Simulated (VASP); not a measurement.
Mg3Te2:

```
Mg Te
1.0
     4.45390    0.00000    0.00000
    -2.22695    3.85719    0.00000
     0.00000    0.00000    6.92954
Mg Te
3 2
Direct
  0.00000 0.00000 0.00000
  0.33333 0.66667 0.64500
  0.66667 0.33333 0.35500
  0.33333 0.66667 0.24500
  0.66667 0.33333 0.75500
```

* Program: VASP 6.6.1
* Task: relaxation of cell and atoms
* Functional: PBE
* Potentials or basis: VASP PAW PBE potentials, release 64 (Mg, Te)
* Cutoff: 600 eV
* k mesh: 6 × 6 × 4
* Occupations: gaussian, width 0.1 eV
* Spin: no spin polarisation

At the start: pressure 11.1 GPa; volume 23.81 Å³/atom.

Task: Where does the relaxation end?

Result: Over 33 steps the energy falls by 219.3 meV/atom and the volume is 28.15 Å³/atom (+18.2 %); space group P-3m1 (No. 164, to 0.1 Å) before and after.

The path:
| step | energy change (eV) | largest force (eV/Å) | pressure (GPa) | volume (Å³) |
| --- | --- | --- | --- | --- |
| 1 | 0.0000 | 1.0495 | 11.12 | 119.05 |
| 2 | -0.9201 | 0.1537 | -0.18 | 149.84 |
| 3 | -0.9207 | 0.1283 | 0.01 | 148.83 |
| 4 | -0.9247 | 0.0963 | 0.04 | 148.96 |
| 5 | -0.9297 | 0.1004 | 0.05 | 149.24 |
| 6 | -0.9299 | 0.1284 | 0.06 | 149.33 |
| 7 | -0.9324 | 0.1296 | -0.04 | 149.82 |
| 8 | -0.9375 | 0.1313 | -0.33 | 151.26 |
| 9 | -0.9356 | 0.1286 | -0.92 | 154.11 |
| 10 | -0.9387 | 0.1322 | -0.55 | 152.29 |
| 11 | -0.9397 | 0.1309 | -0.54 | 152.23 |
| 12 | -0.9426 | 0.1284 | -0.53 | 152.04 |
| 13 | -0.9483 | 0.1244 | -0.51 | 151.66 |
| 14 | -0.9585 | 0.1809 | -0.47 | 150.88 |
| 15 | -0.9761 | 0.3001 | -0.42 | 149.24 |
| 16 | -1.0080 | 0.5143 | -0.33 | 145.57 |
| 17 | -0.8301 | 0.4460 | 1.90 | 136.72 |
| 18 | -0.9980 | 0.6020 | -0.17 | 144.93 |
| 19 | -0.9981 | 0.7604 | 0.33 | 141.05 |
| 20 | -1.0037 | 0.7084 | 0.00 | 143.01 |
| 21 | -1.0039 | 0.7369 | 0.10 | 142.30 |
| 22 | -1.0080 | 0.7246 | 0.10 | 142.11 |
| 23 | -1.0170 | 0.6777 | 0.15 | 141.52 |
| 24 | -1.0104 | 0.5261 | 0.40 | 140.30 |
| 25 | -1.0185 | 0.6429 | 0.20 | 141.15 |
| 26 | -1.0251 | 0.6150 | 0.16 | 141.24 |
| 27 | -1.0427 | 0.5352 | 0.05 | 141.50 |
| 28 | -1.0684 | 0.3890 | -0.14 | 142.00 |
| 29 | -1.0877 | 0.1419 | -0.39 | 142.97 |
| 30 | -1.0906 | 0.1226 | -0.25 | 142.28 |
| 31 | -1.0940 | 0.0583 | 0.24 | 140.23 |
| 32 | -1.0955 | 0.0349 | 0.18 | 140.44 |
| 33 | -1.0965 | 0.0384 | 0.09 | 140.76 |

Final structure:
```
CELL_PARAMETERS angstrom
5.15846 0.00000 0.00000
-2.57923 4.46736 0.00000
0.00000 0.00000 6.10819
ATOMIC_POSITIONS crystal
Mg 0.00000 0.00000 0.00000
Mg 0.33333 0.66667 0.72952
Mg 0.66667 0.33333 0.27048
Te 0.33333 0.66667 0.23886
Te 0.66667 0.33333 0.76114
```

Caveat: the volume moved by over 15 % at a fixed basis, so the end points are rough.
